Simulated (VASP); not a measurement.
# ZrB (Fm-3m) in VASP: notebook

ZrB is run at these levels: PBEsol; tasks: single point.

Program: VASP 6.6.1. These are calculated values, not measurements. Logs are shortened: lines on timing, memory, paths and dates and some standing lists are left out, and cuts for length are marked.

## 1. The cell of the first run

The structure is cubic, space group Fm-3m (No. 225). Conventional cell: a = 4.712 Å, b = 4.712 Å, c = 4.712 Å, α = 90.00°, β = 90.00°, γ = 90.00°. Zr (site symmetry m-3m) has 6 B at 2.36 Å within 3.1 Å. Within 3.1 Å of B (site symmetry m-3m) lie 6 Zr at 2.36 Å.

## 2. Single point, PBEsol (volume scaled by 0.91)

Input file INCAR:

```
SYSTEM = ZrB
PREC = Accurate
ENCUT = 520
EDIFF = 1E-6
ISMEAR = 0
SIGMA = 0.1
LREAL = .False.
LASPH = .True.
NELM = 80
ALGO = Normal
ISIF = 2
LWAVE = .False.
LCHARG = .False.
GGA = PS
NBANDS = 14
```

Input file KPOINTS:

```
regular mesh
0
Gamma
  14 14 14
  0 0 0
```

Input file POSCAR:

```
ZrB
1.0
    0.0000000000      2.3558650544      2.3558650544
    2.3558650544      0.0000000000      2.3558650544
    2.3558650544      2.3558650544      0.0000000000
Zr B
1 1
Direct
    0.0000000000      0.0000000000      0.0000000000
    0.5000000000      0.5000000000      0.5000000000
```

Potentials or basis: VASP PAW PBE potentials, release 64 (Zr_sv, B).

Command:

```sh
> cat potpaw_PBE.64/Zr_sv/POTCAR potpaw_PBE.64/B/POTCAR > POTCAR
> mpirun -np 1 vasp_std > vasp.out
```

OUTCAR:

```text
SYSTEM = ZrB
   PREC = Accurate
   ENCUT = 520
   EDIFF = 1E-6
   ISMEAR = 0
   LREAL = .False.
   LASPH = .True.
   NELM = 80
   ISIF = 2
   GGA = PS

 ion  position               nearest neighbor table
   1  0.000  0.000  0.000-   2 2.36   2 2.36   2 2.36   2 2.36   2 2.36   2 2.36
   2  0.500  0.500  0.500-   1 2.36   1 2.36   1 2.36   1 2.36   1 2.36   1 2.36

  LATTYP: Found a face centered cubic cell.
 ALAT       =     4.7117301088

  Lattice vectors:

 A1 = (   0.0000000000,   2.3558650544,   2.3558650544)
 A2 = (   2.3558650544,   0.0000000000,   2.3558650544)
 A3 = (   2.3558650544,   2.3558650544,   0.0000000000)

Analysis of symmetry for initial positions (statically):
=====================================================================
 Subroutine PRICEL returns:
 Original cell was already a primitive cell.

 Routine SETGRP: Setting up the symmetry group for a
 face centered cubic supercell.

 Subroutine GETGRP returns: Found 48 space group operations
 (whereof 48 operations were pure point group operations)
 out of a pool of 48 trial point group operations.

The static configuration has the point symmetry O_h .

Analysis of symmetry for dynamics (positions and initial velocities):
=====================================================================
 Subroutine PRICEL returns:
 Original cell was already a primitive cell.

 Routine SETGRP: Setting up the symmetry group for a
 face centered cubic supercell.

 Subroutine GETGRP returns: Found 48 space group operations
 (whereof 48 operations were pure point group operations)
 out of a pool of 48 trial point group operations.

The dynamic configuration has the point symmetry O_h .

 Subroutine INISYM returns: Found 48 space group operations
 (whereof 48 operations are pure point group operations),
 and found     1 'primitive' translations

----------------------------------------------------------------------------------------

                                     Primitive cell

  volume of cell :      26.1506

  direct lattice vectors                    reciprocal lattice vectors
     0.000000000  2.355865054  2.355865054    -0.212236265  0.212236265  0.212236265
     2.355865054  0.000000000  2.355865054     0.212236265 -0.212236265  0.212236265
     2.355865054  2.355865054  0.000000000     0.212236265  0.212236265 -0.212236265

  length of vectors
     3.331696311  3.331696311  3.331696311     0.367603994  0.367603994  0.367603994

  position of ions in fractional coordinates (direct lattice)
     0.000000000  0.000000000  0.000000000
     0.500000000  0.500000000  0.500000000

  ion indices of the primitive-cell ions
   primitive index   ion index
                 1           1
                 2           2

----------------------------------------------------------------------------------------

 KPOINTS: regular mesh

Automatic generation of k-mesh.
 Grid dimensions read from file:
 generate k-points for:   14   14   14

 Generating k-lattice:

  Cartesian coordinates                     Fractional coordinates (reciprocal lattice)
    -0.015159733  0.015159733  0.015159733     0.071428571  0.000000000  0.000000000
     0.015159733 -0.015159733  0.015159733     0.000000000  0.071428571  0.000000000
     0.015159733  0.015159733 -0.015159733     0.000000000  0.000000000  0.071428571

  Length of vectors
     0.026257428  0.026257428  0.026257428

  Shift w.r.t. Gamma in fractional coordinates (k-lattice)
     0.000000000  0.000000000  0.000000000

 Subroutine IBZKPT returns following result:
 ===========================================

 Found    104 irreducible k-points:

 Following reciprocal coordinates:
            Coordinates               Weight
  0.000000  0.000000  0.000000      1.000000
  0.071429  0.000000  0.000000      8.000000
  0.142857  0.000000  0.000000      8.000000
  0.214286  0.000000  0.000000      8.000000
  0.285714  0.000000  0.000000      8.000000
  0.357143  0.000000  0.000000      8.000000
[... 16 lines left out ...]
  0.214286  0.142857  0.000000     24.000000
  0.285714  0.142857  0.000000     24.000000
 [... further k-points ...]
   k-points           NKPTS =    104   k-points in BZ     NKDIM =    104   number of bands    NBANDS=     14
   number of dos      NEDOS =    301   number of ions     NIONS =      2
   total plane-waves  NPLWV =  21952
   dimension x,y,z NGX =    28 NGY =   28 NGZ =   28
   dimension x,y,z NGXF=    56 NGYF=   56 NGZF=   56
   ions per type =               1   1
   NGX,Y,Z   is equivalent  to a cutoff of  13.97, 13.97, 13.97 a.u.
   NGXF,Y,Z  is equivalent  to a cutoff of  27.94, 27.94, 27.94 a.u.
 SYSTEM =  ZrB
   PREC   = accura    normal or accurate (medium, high low for compatibility)
   ISTART =      0    job   : 0-new  1-cont  2-samecut
   ICHARG =      2    charge: 1-file 2-atom 10-const
   ISPIN  =      1    spin polarized calculation?
   LNONCOLLINEAR =      F non collinear calculations
   LSORBIT =      F    spin-orbit coupling
   LASPH  =      T    aspherical Exc in radial PAW
   ENCUT  =  520.0 eV  38.22 Ry    6.18 a.u.   6.19  6.19  6.19*2*pi/ulx,y,z
   NELM   =     80;   NELMIN=  2; NELMDL= -5     # of ELM steps
   EDIFF  = 0.1E-05   stopping-criterion for ELM
   LREAL  =      F    real-space projection
   EDIFFG = 0.1E-04   stopping-criterion for IOM
   NSW    =      0    number of steps for IOM
   IBRION =     -1    ionic relax: 0-MD 1-quasi-New 2-CG
   NFREE  =      0    steps in history (QN), initial steepest desc. (CG)
   ISIF   =      2    stress and relaxation
   ISYM   =      2    0-nonsym 1-usesym 2-fastsym
   POTIM  = 0.5000    time-step for ionic-motion
   TEBEG  =    0.0;   TEEND  =   0.0 temperature during run
   PSTRESS=    0.0 pullay stress
   NELECT =      15.0000    total number of electrons
   NUPDOWN=      -1.0000    fix difference up-down
   EMIN   =  10.00;   EMAX   =-10.00  energy-range for DOS
   EFERMI =   0.00;   METHOD = LEGACY
   ISMEAR =     0;   SIGMA  =   0.10  broadening in eV -4-tet -1-fermi 0-gaus
   EFERMI_NEDOS =   21; number of points for ismear=-14 and -15
   IALGO  =     38    algorithm
   IMIX   =      4    mixing-type and parameters
     AMIX     =   0.40;   BMIX     =  1.00
     AMIX_MAG =   1.60;   BMIX_MAG =  1.00
  volume/ion in A,a.u.               =      13.08        88.24
  Fermi-wavevector in a.u.,A,eV,Ry     =   1.360227  2.570457 25.173751  1.850218
  Thomas-Fermi vector in A             =   2.486908
   LORBIT       =      0    0 simple, 1 ext, 2 COOP (PROOUT), +10 PAW based schemes
   GGA     = PS    functional components
   LHFCALC =     F    Hartree Fock is set to
   AEXX    =    0.0000 exact exchange contribution
   IVDW    =     0    specifies the selected vdW correction
   LEPSILON=     F    determine dielectric tensor
   LRPA    =     F    only Hartree local field effects (RPA)
 non-spin polarized calculation
 Gauss-broadening in eV      SIGMA  =   0.10
  energy-cutoff  :      520.00
  volume of cell :       26.15
 maximum number of plane-waves:       725
 NGX is ok and might be reduce to    28
   NGX = 13   NGY = 13   NGZ = 13

 number of electron      15.0000000 magnetization

 Free energy of the ion-electron system (eV)
  ---------------------------------------------------
  ext. energy  EPLUGINS =         0.00000000
  ---------------------------------------------------
  free energy    TOTEN  =       -16.77358679 eV

  energy without entropy =      -16.76795684  energy(sigma->0) =      -16.77077182

 E-fermi :   8.4905     XC(G=0): -12.1432

 val. band max:        8.4888176775   @ k =   0.3571   0.1429   0.0000
 cond. band min:       8.5115808734   @ k =  -0.1429   0.1429   0.0000
 fundamental gap:      0.0227631959
 Fermi energy:         8.4905314102

 k-point     1 :       0.0000    0.0000    0.0000
  band No.  band energies     occupation
      1     -38.3257      2.00000
      2     -16.1248      2.00000
      3     -16.1248      2.00000
      4     -16.1248      2.00000
      5       0.2526      2.00000
      6      10.3545      0.00000
      7      10.3545      0.00000
      8      10.3545      0.00000
      9      12.0613      0.00000
     10      12.0613      0.00000
     11      12.2569      0.00000
     12      12.2569      0.00000
     13      12.2569      0.00000
     14      19.4912      0.00000

 k-point     2 :       0.0714    0.0000    0.0000
  band No.  band energies     occupation
      1     -38.3207      2.00000
      2     -16.1696      2.00000
      3     -16.1290      2.00000
      4     -16.1290      2.00000
      5       0.3865      2.00000
      6       9.9391      0.00000
      7      10.2799      0.00000
      8      10.2799      0.00000
      9      11.1491      0.00000
     10      11.1491      0.00000
     11      12.4633      0.00000
     12      13.5077      0.00000
     13      13.5077      0.00000
     14      19.8200      0.00000

 k-point     3 :       0.1429    0.0000    0.0000
  band No.  band energies     occupation
      1     -38.3067      2.00000
      2     -16.2935      2.00000
      3     -16.1409      2.00000
      4     -16.1409      2.00000
      5       0.7719      2.00000
      6       9.0733      0.00000
      7       9.5945      0.00000
      8       9.5945      0.00000
      9      11.1211      0.00000
     10      11.1211      0.00000
     11      12.7901      0.00000
     12      14.9980      0.00000
     13      14.9980      0.00000
     14      20.6970      0.00000
[... 324 lines left out ...]
 k-point    23 :       0.2143    0.1429    0.0000
  band No.  band energies     occupation
      1     -38.2850      2.00000
      2     -16.3931      2.00000
      3     -16.2074      2.00000
      4     -16.1979      2.00000
      5       1.3285      2.00000
      6       7.8027      2.00000
      7       8.9609      0.00000
      8       9.6899      0.00000
      9      10.2534      0.00000
     10      12.4277      0.00000
     11      13.9645      0.00000
     12      14.5124      0.00000
     13      17.1288      0.00000
     14      21.9594      0.00000

 k-point    24 :       0.2857    0.1429    0.0000
  band No.  band energies     occupation
      1     -38.2651      2.00000
      2     -16.5483      2.00000
      3     -16.2314      2.00000
      4     -16.2173      2.00000
      5       1.8960      2.00000
      6       7.1111      2.00000
      7       8.3008      1.99270
      8       9.1053      0.00000
      9      10.7501      0.00000
     10      12.8722      0.00000
     11      14.2799      0.00000
     12      15.7765      0.00000
     13      18.3753      0.00000
     14      21.9041      0.00000

 [... further k-points ...]
[... 5 lines left out ...]
  --------------------------------------------------------------------------------------
  -------------------------------------------------------------------------------------
  Total        3.1764113      3.1764113      3.1764113     -0.0000000      0.0000000      0.0000000
  in kB      194.6104165    194.6104165    194.6104165     -0.0000000      0.0000000      0.0000000
  external PRESSURE =     194.6104165 kB  Pullay stress =       0.0000000 kB

 VOLUME and BASIS-vectors are now :
 -----------------------------------------------------------------------------
  energy-cutoff  :      520.00
  volume of cell :       26.15
      direct lattice vectors                 reciprocal lattice vectors
     0.000000000  2.355865054  2.355865054    -0.212236265  0.212236265  0.212236265
     2.355865054  0.000000000  2.355865054     0.212236265 -0.212236265  0.212236265
     2.355865054  2.355865054  0.000000000     0.212236265  0.212236265 -0.212236265

 POSITION                                       TOTAL-FORCE (eV/Angst)
 -----------------------------------------------------------------------------------
      0.00000      0.00000      0.00000        -0.000000     -0.000000     -0.000000
      2.35587      2.35587      2.35587         0.000000      0.000000      0.000000
 -----------------------------------------------------------------------------------
    total drift:                               -0.000000      0.000000      0.000000

  FREE ENERGIE OF THE ION-ELECTRON SYSTEM (eV)
  ---------------------------------------------------
  free  energy   TOTEN  =       -16.7735867880 eV

  energy  without entropy=      -16.7679568430  energy(sigma->0) =      -16.77077182
```

Wall time 32 s (1 thread of Intel Xeon Platinum 8488C (Sapphire Rapids), shared host); peak memory 0.18 GiB.

Results:

```yaml
Free_energy: -16.7736 eV
Pressure: 19.5 GPa
```

Levels at points of the mesh, in eV from the Fermi level:
```csv
k point,band 4,band 5,band 6,band 7,band 8,band 9,band 10,band 11,band 12,band 13
"(0.00, 0.00, 0.00)",-24.62,-8.24,1.86,1.86,1.86,3.57,3.57,3.77,3.77,3.77
"(0.50, 0.00, 0.00)",-24.70,-4.10,-3.70,-1.33,-1.33,5.53,5.53,7.05,8.06,12.92
"(0.50, 0.50, 0.00)",-24.91,-6.34,-1.05,-0.42,2.45,2.45,5.27,6.64,6.64,10.13
```

Caveat: the PAW data sets were made with another functional, which shifts forces and pressure a little.

## 3. Single point, PBEsol (volume scaled by 0.94)

Input file INCAR:

```
SYSTEM = ZrB
PREC     = Accurate       ! precision mode
ENCUT    = 520            ! plane-wave cutoff, eV
EDIFF    = 1E-7           ! SCF threshold, eV
ISMEAR   = 0              ! smearing method
SIGMA    = 0.1            ! smearing width, eV
LREAL    = .FALSE.        ! projectors in reciprocal space
LASPH    = .TRUE.         ! aspherical terms in the spheres
NELM     = 60             ! most SCF steps
ALGO     = Normal         ! electronic algorithm
ISIF     = 2              ! what is computed and relaxed
LWAVE    = .FALSE.        ! write WAVECAR
LCHARG   = .FALSE.        ! write CHGCAR
GGA      = PS             ! functional
NBANDS   = 14             ! bands
```

Input file KPOINTS:

```
Automatic mesh
0
G
  14 14 14
  0 0 0
```

Input file POSCAR:

```
ZrB
1.0
    0.0000000000      2.3814742896      2.3814742896
    2.3814742896      0.0000000000      2.3814742896
    2.3814742896      2.3814742896      0.0000000000
Zr B
1 1
Direct
    0.0000000000      0.0000000000      0.0000000000
    0.5000000000      0.5000000000      0.5000000000
```

Potentials or basis: VASP PAW PBE potentials, release 64 (Zr_sv, B).

Command:

```sh
> cat potpaw_PBE.64/Zr_sv/POTCAR potpaw_PBE.64/B/POTCAR > POTCAR
> mpirun -np 1 vasp_std > vasp.out
```

OUTCAR:

```text
SYSTEM = ZrB
   PREC = Accurate
   ENCUT = 520
   EDIFF = 1E-7
   ISMEAR = 0
   LREAL = .FALSE.
   LASPH = .TRUE.
   NELM = 60
   ISIF = 2
   GGA = PS

 ion  position               nearest neighbor table
   1  0.000  0.000  0.000-   2 2.38   2 2.38   2 2.38   2 2.38   2 2.38   2 2.38
   2  0.500  0.500  0.500-   1 2.38   1 2.38   1 2.38   1 2.38   1 2.38   1 2.38

  LATTYP: Found a face centered cubic cell.
 ALAT       =     4.7629485792

  Lattice vectors:

 A1 = (   0.0000000000,   2.3814742896,   2.3814742896)
 A2 = (   2.3814742896,   0.0000000000,   2.3814742896)
 A3 = (   2.3814742896,   2.3814742896,   0.0000000000)

Analysis of symmetry for initial positions (statically):
=====================================================================
 Subroutine PRICEL returns:
 Original cell was already a primitive cell.

 Routine SETGRP: Setting up the symmetry group for a
 face centered cubic supercell.

 Subroutine GETGRP returns: Found 48 space group operations
 (whereof 48 operations were pure point group operations)
 out of a pool of 48 trial point group operations.

The static configuration has the point symmetry O_h .

Analysis of symmetry for dynamics (positions and initial velocities):
[... 166 lines left out ...]

 k-point     1 :       0.0000    0.0000    0.0000
  band No.  band energies     occupation
      1     -38.7901      2.00000
      2     -16.6088      2.00000
      3     -16.6088      2.00000
      4     -16.6088      2.00000
      5      -0.0155      2.00000
      6       9.9969      0.00000
      7       9.9969      0.00000
      8       9.9969      0.00000
      9      11.6236      0.00000
     10      11.6236      0.00000
     11      11.8536      0.00000
     12      11.8536      0.00000
     13      11.8536      0.00000
     14      19.0734      0.00000
[... 377 lines left out ...]
      1     -38.7378      2.00000
      2     -16.9855      2.00000
      3     -16.7042      2.00000
      4     -16.6917      2.00000
      5       1.5702      2.00000
      6       6.8248      2.00000
      7       7.9920      1.98982
      8       8.7685      0.00000
      9      10.3724      0.00000
     10      12.4060      0.00000
     11      13.7826      0.00000
     12      15.2301      0.00000
     13      17.7164      0.00000
     14      21.2382      0.00000

 [... further k-points ...]
[... 5 lines left out ...]
  --------------------------------------------------------------------------------------
  -------------------------------------------------------------------------------------
  Total        2.0336751      2.0336751      2.0336751     -0.0000000      0.0000000     -0.0000000
  in kB      120.6214293    120.6214293    120.6214293     -0.0000000      0.0000000     -0.0000000
  external PRESSURE =     120.6214293 kB  Pullay stress =       0.0000000 kB

 VOLUME and BASIS-vectors are now :
 -----------------------------------------------------------------------------
  energy-cutoff  :      520.00
  volume of cell :       27.01
      direct lattice vectors                 reciprocal lattice vectors
     0.000000000  2.381474290  2.381474290    -0.209953978  0.209953978  0.209953978
     2.381474290  0.000000000  2.381474290     0.209953978 -0.209953978  0.209953978
     2.381474290  2.381474290  0.000000000     0.209953978  0.209953978 -0.209953978

 POSITION                                       TOTAL-FORCE (eV/Angst)
 -----------------------------------------------------------------------------------
      0.00000      0.00000      0.00000        -0.000000      0.000000     -0.000000
      2.38147      2.38147      2.38147         0.000000     -0.000000      0.000000
 -----------------------------------------------------------------------------------
    total drift:                               -0.000000      0.000000      0.000000

  FREE ENERGIE OF THE ION-ELECTRON SYSTEM (eV)
  ---------------------------------------------------
  free  energy   TOTEN  =       -16.8584949076 eV

  energy  without entropy=      -16.8526699257  energy(sigma->0) =      -16.85558242
```

OSZICAR:

```text
N       E                     dE             d eps       ncg     rms          rms(c)
DAV:   1     0.930065030272E+02    0.93007E+02   -0.78404E+03  2920   0.103E+03
DAV:   2    -0.146446327843E+02   -0.10765E+03   -0.10194E+03  3578   0.280E+02
DAV:   3    -0.185088969694E+02   -0.38643E+01   -0.38174E+01  4514   0.442E+01
DAV:   4    -0.185799366163E+02   -0.71040E-01   -0.71025E-01  3440   0.547E+00
DAV:   5    -0.185810941543E+02   -0.11575E-02   -0.11575E-02  4398   0.525E-01    0.207E+01
DAV:   6    -0.168804079536E+02    0.17007E+01   -0.24254E+00  3380   0.138E+01    0.775E+00
DAV:   7    -0.168596118111E+02    0.20796E-01   -0.27229E-01  4204   0.367E+00    0.326E+00
DAV:   8    -0.168590480122E+02    0.56380E-03   -0.31259E-02  3622   0.148E+00    0.265E-01
DAV:   9    -0.168584462966E+02    0.60172E-03   -0.27320E-03  3428   0.324E-01    0.138E-01
DAV:  10    -0.168584982912E+02   -0.51995E-04   -0.36173E-04  3398   0.214E-01    0.214E-02
DAV:  11    -0.168584958444E+02    0.24468E-05   -0.14277E-05  3750   0.329E-02    0.389E-03
DAV:  12    -0.168584948891E+02    0.95529E-06   -0.68117E-07  3452   0.914E-03    0.205E-03
DAV:  13    -0.168584949076E+02   -0.18463E-07   -0.60261E-08  1996   0.258E-03
   1 F= -.16858495E+02 E0= -.16855582E+02  d E =-.582498E-02
```

Wall time 30 s (1 thread of Intel Xeon Platinum 8488C (Sapphire Rapids), shared host); peak memory 0.18 GiB.

Results:

| Quantity | Value |
| --- | --- |
| Free energy | -16.8585 eV |
| Pressure | 12.1 GPa |

Levels at points of the mesh, in eV from the Fermi level:
| k point | band 6 | band 7 | band 8 | band 9 | band 10 | band 11 |
| --- | --- | --- | --- | --- | --- | --- |
| (0.00, 0.00, 0.00) | 1.82 | 1.82 | 1.82 | 3.45 | 3.45 | 3.68 |
| (0.50, 0.00, 0.00) | -3.83 | -1.28 | -1.28 | 5.33 | 5.33 | 6.78 |
| (0.50, 0.50, 0.00) | -0.98 | -0.54 | 2.34 | 2.34 | 5.07 | 6.38 |

Caveat: the PAW data sets were made with another functional, which shifts forces and pressure a little.

(Part 1 of 2 ends here.)
